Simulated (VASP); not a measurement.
# MoS2 (P6_3/mmc) in VASP: a series of runs

The runs below take MoS2 through single point, relaxation of cell and atoms, with PBE.

Program: VASP 6.6.1. These are calculated values, not measurements. Logs are shortened: lines on timing, memory, paths and dates and some standing lists are left out, and cuts for length are marked.

## (1) The cell of the first run

Symmetry: P6_3/mmc, No. 194, hexagonal system. Conventional cell: a = 3.185 Å, b = 3.185 Å, c = 14.808 Å, α = 90.00°, β = 90.00°, γ = 120.00°. Mo (site symmetry -6m2) has 6 S at 2.41 Å and 6 Mo at 3.19 Å within 3.2 Å. S (site symmetry 3m) has 3 Mo at 2.41 Å and 7 S at 3.13 to 3.19 Å within 3.2 Å.

## (2) Single point, PBE

The input, INCAR:

```
  PREC = Accurate
  ENCUT = 520
  EDIFF = 1E-6
  ISMEAR = 0
  SIGMA = 0.02
  LREAL = F
  LASPH = T
  NELM = 80
  ALGO = Normal
  ISIF = 2
  LWAVE = F
  LCHARG = T
  GGA = PE
  LELF = T
  LVHAR = T
  NBANDS = 35
```

The input, KPOINTS:

```
Automatic mesh
0
Gamma
  12 12 2
```

The input, POSCAR:

```
MoS2
1.0
    3.1850687667      0.0000000029      0.0000000000
   -1.5925343858      2.7583504633      0.0000000000
    0.0000000000      0.0000000000     14.8079955286
Mo S
2 4
Direct
    0.6666666667      0.3333333333      0.2500000000
    0.3333333333      0.6666666667      0.7500000000
    0.6666666667      0.3333333333      0.6444803575
    0.3333333333      0.6666666667      0.3555196425
    0.6666666667      0.3333333333      0.8555196425
    0.3333333333      0.6666666667      0.1444803575
```

Potentials or basis: VASP PAW PBE potentials, release 64 (Mo_sv, S).

The run is started by

```sh
cat potpaw_PBE.64/Mo_sv/POTCAR potpaw_PBE.64/S/POTCAR > POTCAR
mpirun -np 1 vasp_std > vasp.out
```

OUTCAR:

```text
PREC = Accurate
   ENCUT = 520
   EDIFF = 1E-6
   ISMEAR = 0
   LREAL = F
   LASPH = T
   NELM = 80
   ISIF = 2
   GGA = PE

 ion  position               nearest neighbor table
   1  0.667  0.333  0.250-   4 2.41   6 2.41   4 2.41   6 2.41   4 2.41   6 2.41
   2  0.333  0.667  0.750-   3 2.41   5 2.41   3 2.41   5 2.41   3 2.41   5 2.41
   3  0.667  0.333  0.644-   2 2.41   2 2.41   2 2.41
   4  0.333  0.667  0.356-   1 2.41   1 2.41   1 2.41
   5  0.667  0.333  0.856-   2 2.41   2 2.41   2 2.41
   6  0.333  0.667  0.144-   1 2.41   1 2.41   1 2.41

  LATTYP: Found a hexagonal cell.
 ALAT       =     3.1850687667
 C/A-ratio  =     4.6491917799

  Lattice vectors:

 A1 = (   3.1850687667,   0.0000000029,   0.0000000000)
 A2 = (  -1.5925343858,   2.7583504633,   0.0000000000)
 A3 = (   0.0000000000,   0.0000000000,  14.8079955286)

Analysis of symmetry for initial positions (statically):
=====================================================================
 Subroutine PRICEL returns:
 Original cell was already a primitive cell.

 Routine SETGRP: Setting up the symmetry group for a
 hexagonal supercell.

 Subroutine GETGRP returns: Found 24 space group operations
 (whereof 12 operations were pure point group operations)
 out of a pool of 24 trial point group operations.

The static configuration has the point symmetry D_3d.
 The point group associated with its full space group is D_6h.

Analysis of symmetry for dynamics (positions and initial velocities):
=====================================================================
 Subroutine PRICEL returns:
 Original cell was already a primitive cell.

 Routine SETGRP: Setting up the symmetry group for a
 hexagonal supercell.

 Subroutine GETGRP returns: Found 24 space group operations
 (whereof 12 operations were pure point group operations)
 out of a pool of 24 trial point group operations.

The dynamic configuration has the point symmetry D_3d.
 The point group associated with its full space group is D_6h.

 Subroutine INISYM returns: Found 24 space group operations
 (whereof 12 operations are pure point group operations),
 and found     1 'primitive' translations

----------------------------------------------------------------------------------------

                                     Primitive cell

  volume of cell :     130.0962

  direct lattice vectors                    reciprocal lattice vectors
     3.185068767  0.000000003  0.000000000     0.313964964  0.181267757  0.000000000
    -1.592534386  2.758350463  0.000000000    -0.000000000  0.362535513  0.000000000
     0.000000000  0.000000000 14.807995529     0.000000000  0.000000000  0.067531085

  length of vectors
     3.185068767  3.185068767 14.807995529     0.362535513  0.362535513  0.067531085

  position of ions in fractional coordinates (direct lattice)
     0.666666667  0.333333333  0.250000000
     0.333333333  0.666666667  0.750000000
     0.666666667  0.333333333  0.644480358
     0.333333333  0.666666667  0.355519642
     0.666666667  0.333333333  0.855519642
     0.333333333  0.666666667  0.144480358

  ion indices of the primitive-cell ions
   primitive index   ion index
                 1           1
                 2           2
                 3           3
                 4           4
                 5           5
                 6           6

----------------------------------------------------------------------------------------

 KPOINTS: Automatic mesh

Automatic generation of k-mesh.
 Grid dimensions read from file:
 generate k-points for:   12   12    2

 Generating k-lattice:

  Cartesian coordinates                     Fractional coordinates (reciprocal lattice)
     0.026163747  0.015105646  0.000000000     0.083333333 -0.000000000  0.000000000
    -0.000000000  0.030211293  0.000000000     0.000000000  0.083333333  0.000000000
     0.000000000  0.000000000  0.033765542     0.000000000  0.000000000  0.500000000

  Length of vectors
     0.030211293  0.030211293  0.033765542

  Shift w.r.t. Gamma in fractional coordinates (k-lattice)
     0.000000000  0.000000000  0.000000000

 Subroutine IBZKPT returns following result:
 ===========================================

 Found     38 irreducible k-points:

 Following reciprocal coordinates:
            Coordinates               Weight
  0.000000  0.000000  0.000000      1.000000
  0.083333 -0.000000  0.000000      6.000000
  0.166667 -0.000000  0.000000      6.000000
  0.250000 -0.000000  0.000000      6.000000
  0.333333 -0.000000  0.000000      6.000000
  0.416667 -0.000000  0.000000      6.000000
[... 16 lines left out ...]
  0.250000 -0.000000  0.500000      6.000000
  0.333333 -0.000000  0.500000      6.000000
 [... further k-points ...]
   k-points           NKPTS =     38   k-points in BZ     NKDIM =     38   number of bands    NBANDS=     35
   number of dos      NEDOS =    301   number of ions     NIONS =      6
   total plane-waves  NPLWV =  64512
   dimension x,y,z NGX =    24 NGY =   24 NGZ =  112
   dimension x,y,z NGXF=    48 NGYF=   48 NGZF=  224
   ions per type =               2   4
   NGX,Y,Z   is equivalent  to a cutoff of  12.53, 12.53, 12.57 a.u.
   NGXF,Y,Z  is equivalent  to a cutoff of  25.05, 25.05, 25.15 a.u.
 SYSTEM =  unknown system
   PREC   = accura    normal or accurate (medium, high low for compatibility)
   ISTART =      0    job   : 0-new  1-cont  2-samecut
   ICHARG =      2    charge: 1-file 2-atom 10-const
   ISPIN  =      1    spin polarized calculation?
   LNONCOLLINEAR =      F non collinear calculations
   LSORBIT =      F    spin-orbit coupling
   LASPH  =      T    aspherical Exc in radial PAW
   ENCUT  =  520.0 eV  38.22 Ry    6.18 a.u.   5.92  5.92 27.53*2*pi/ulx,y,z
   NELM   =     80;   NELMIN=  2; NELMDL= -5     # of ELM steps
   EDIFF  = 0.1E-05   stopping-criterion for ELM
   LREAL  =      F    real-space projection
[... 7 lines left out ...]
   TEBEG  =    0.0;   TEEND  =   0.0 temperature during run
   PSTRESS=    0.0 pullay stress
   NELECT =      52.0000    total number of electrons
   NUPDOWN=      -1.0000    fix difference up-down
   EMIN   =  10.00;   EMAX   =-10.00  energy-range for DOS
   EFERMI =   0.00;   METHOD = LEGACY
   ISMEAR =     0;   SIGMA  =   0.02  broadening in eV -4-tet -1-fermi 0-gaus
   EFERMI_NEDOS =   21; number of points for ismear=-14 and -15
   IALGO  =     38    algorithm
   IMIX   =      4    mixing-type and parameters
     AMIX     =   0.40;   BMIX     =  1.00
     AMIX_MAG =   1.60;   BMIX_MAG =  1.00
  volume/ion in A,a.u.               =      21.68       146.32
  Fermi-wavevector in a.u.,A,eV,Ry     =   1.205927  2.278872 19.786415  1.454260
  Thomas-Fermi vector in A             =   2.341609
   LORBIT       =      0    0 simple, 1 ext, 2 COOP (PROOUT), +10 PAW based schemes
   GGA     = PE    functional components
   LHFCALC =     F    Hartree Fock is set to
   AEXX    =    0.0000 exact exchange contribution
   IVDW    =     0    specifies the selected vdW correction
   LEPSILON=     F    determine dielectric tensor
   LRPA    =     F    only Hartree local field effects (RPA)
 non-spin polarized calculation
 Gauss-broadening in eV      SIGMA  =   0.02
  energy-cutoff  :      520.00
  volume of cell :      130.10
 maximum number of plane-waves:      3525
 NGX is ok and might be reduce to    24
   NGX = 11   NGY = 11   NGZ = 55

 number of electron      51.9999999 magnetization

 Free energy of the ion-electron system (eV)
  ---------------------------------------------------
  ext. energy  EPLUGINS =         0.00000000
  ---------------------------------------------------
  free energy    TOTEN  =       -43.71545406 eV

  energy without entropy =      -43.71545406  energy(sigma->0) =      -43.71545406

 E-fermi :   5.0718     XC(G=0):  -9.4407

 val. band max:        4.7874126808   @ k =   0.0000   0.0000   0.0000
 cond. band min:       6.2462090711   @ k =   0.3333   0.3333   0.0000
 fundamental gap:      1.4587963904
 Fermi energy:         5.0718089809

 k-point     1 :       0.0000    0.0000    0.0000
  band No.  band energies     occupation
      1     -56.2868      2.00000
      2     -56.2868      2.00000
      3     -30.4243      2.00000
      4     -30.4243      2.00000
      5     -30.2226      2.00000
      6     -30.2226      2.00000
[... 27 lines left out ...]
     34       7.5905      0.00000
     35      10.4353      0.00000

 k-point     2 :       0.0833   -0.0000    0.0000
  band No.  band energies     occupation
      1     -56.2843      2.00000
      2     -56.2843      2.00000
      3     -30.4194      2.00000
      4     -30.4194      2.00000
      5     -30.2479      2.00000
      6     -30.2479      2.00000
[... 27 lines left out ...]
     34       7.5202      0.00000
     35      10.8246      0.00000

 k-point     3 :       0.1667   -0.0000    0.0000
  band No.  band energies     occupation
      1     -56.2775      2.00000
      2     -56.2775      2.00000
      3     -30.4059      2.00000
      4     -30.4059      2.00000
      5     -30.3164      2.00000
      6     -30.3164      2.00000
[... 27 lines left out ...]
     34       7.9337      0.00000
     35      11.3850      0.00000
[... 723 lines left out ...]
 k-point    23 :       0.2500   -0.0000    0.5000
  band No.  band energies     occupation
      1     -56.2683      2.00000
      2     -56.2683      2.00000
      3     -30.4087      2.00000
      4     -30.4087      2.00000
      5     -30.3875      2.00000
      6     -30.3875      2.00000
[... 27 lines left out ...]
     34       8.3528      0.00000
     35      11.9205      0.00000

 k-point    24 :       0.3333   -0.0000    0.5000
  band No.  band energies     occupation
      1     -56.2590      2.00000
      2     -56.2590      2.00000
      3     -30.4998      2.00000
      4     -30.4998      2.00000
      5     -30.3690      2.00000
      6     -30.3690      2.00000
[... 27 lines left out ...]
     34       8.6627      0.00000
     35      11.9931      0.00000

 [... further k-points ...]

------------------------ aborting loop because EDIFF is reached ----------------------------------------

  FORCE on cell =-STRESS in cart. coord.  units (eV):
  Direction    XX          YY          ZZ          XY          YZ          ZX
  --------------------------------------------------------------------------------------
  -------------------------------------------------------------------------------------
  Total       -0.0704278     -0.0704278     -0.1008979     -0.0000000      0.0000000      0.0000000
  in kB       -0.8673412     -0.8673412     -1.2425903     -0.0000000      0.0000000      0.0000000
  external PRESSURE =      -0.9924243 kB  Pullay stress =       0.0000000 kB

 VOLUME and BASIS-vectors are now :
 -----------------------------------------------------------------------------
  energy-cutoff  :      520.00
  volume of cell :      130.10
      direct lattice vectors                 reciprocal lattice vectors
     3.185068767  0.000000003  0.000000000     0.313964964  0.181267757  0.000000000
    -1.592534386  2.758350463  0.000000000    -0.000000000  0.362535513  0.000000000
     0.000000000  0.000000000 14.807995529     0.000000000  0.000000000  0.067531085

 POSITION                                       TOTAL-FORCE (eV/Angst)
 -----------------------------------------------------------------------------------
      1.59253      0.91945      3.70200        -0.000000      0.000000      0.000000
     -0.00000      1.83890     11.10600         0.000000      0.000000      0.000000
      1.59253      0.91945      9.54346        -0.000000     -0.000000      0.010395
     -0.00000      1.83890      5.26453         0.000000      0.000000     -0.010395
      1.59253      0.91945     12.66853        -0.000000     -0.000000     -0.010395
     -0.00000      1.83890      2.13946        -0.000000      0.000000      0.010395
 -----------------------------------------------------------------------------------
    total drift:                               -0.000000      0.000000     -0.000000

  FREE ENERGIE OF THE ION-ELECTRON SYSTEM (eV)
  ---------------------------------------------------
  free  energy   TOTEN  =       -43.7154540629 eV

  energy  without entropy=      -43.7154540629  energy(sigma->0) =      -43.71545406
```

It took 96 s on 1 thread of Intel Xeon 6975P-C (Granite Rapids), shared host; peak memory 0.31 GiB.

What came out:

```
Free energy            : -43.7155 eV
Pressure               : -0.1 GPa
Largest force          : 0.010 eV/Å
Band gap on the k mesh : 1.46 eV (least direct gap 1.67 eV)
```

Forces on the atoms (eV/Å):
```
Mo   0.000  0.000  0.000
Mo   0.000  0.000  0.000
S    0.000  0.000  0.010
S    0.000  0.000 -0.010
S    0.000  0.000 -0.010
S    0.000  0.000  0.010
```

Levels at points of the mesh, in eV from the valence-band top:
```csv
k point,band 22,band 23,band 24,band 25,band 26,band 27,band 28,band 29,band 30,band 31
"(0.00, 0.00, 0.00)",-1.70,-1.70,-1.67,-0.39,0.00,2.55,2.55,2.55,2.55,2.79
"(0.50, 0.00, 0.00)",-2.07,-1.19,-1.18,-0.84,-0.83,2.03,2.04,2.52,2.57,3.55
"(0.00, 0.00, 0.50)",-1.70,-1.70,-1.70,-0.16,-0.16,2.55,2.55,2.55,2.55,2.80
"(0.50, 0.00, 0.50)",-2.08,-1.18,-1.18,-0.83,-0.83,2.03,2.03,2.54,2.54,3.66
```

Caveat: this functional lacks dispersion, which binds layers or chains, so the pressure and a relaxed spacing across them are unreliable. A k mesh can miss the band edges.

(Continued in part 2 of 2.)
